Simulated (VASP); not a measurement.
Input of a VASP 6.6.1 run:

INCAR

```
SYSTEM = Al6H
  PREC = Accurate
  ENCUT = 520
  EDIFF = 1E-7
  ISMEAR = 0
  SIGMA = 0.1
  LREAL = .False.
  LASPH = .True.
  NELM = 80
  ALGO = Normal
  ISIF = 2
  LWAVE = .False.
  LCHARG = .False.
  LDIPOL = .True.
  IDIPOL = 3
  DIPOL = 0.5 0.5 0.310
  GGA = PE
  NBANDS = 32
```

Contents of KPOINTS:

```
Automatic mesh
0
Gamma
  6 6 1
  0 0 0
```

POSCAR

```
Al6H
1.0
    5.7143028096      0.0000000000      0.0000000000
   -2.8571514048      4.9487313980      0.0000000000
    0.0000000000      0.0000000000     22.6016424997
Al H
12 2
Direct
    0.3333333333      0.1666666667      0.1769782882
    0.3333333333      0.6666666667      0.1769782882
    0.8333333333      0.1666666667      0.1769782882
    0.8333333333      0.6666666667      0.1769782882
    0.1666666667      0.3333333333      0.2787817902
    0.1666666667      0.8333333333      0.2787817902
    0.6666666667      0.3333333333      0.2787817902
    0.6666666667      0.8333333333      0.2787817902
    0.0000000000      0.0000000000      0.3805759913
    0.0000000000      0.5000000000      0.3805759913
    0.5000000000      0.0000000000      0.3805759913
    0.5000000000      0.5000000000      0.3805759913
    0.2764585035      0.1666666667      0.4956118786
    0.3902081632      0.1666666667      0.4956118786
```

Potentials or basis: VASP PAW PBE potentials, release 64 (Al, H).

Run with:

```console
$ cat potpaw_PBE.64/Al/POTCAR potpaw_PBE.64/H/POTCAR > POTCAR
$ mpirun -np 1 vasp_std > vasp.out
```

(1) Predict the largest force.

(2) Estimate the band gap on the k mesh.

## Answers

(1) 4.938 eV/Å.

(2) zero (bands 19 and 20 overlap by 1.01 eV).
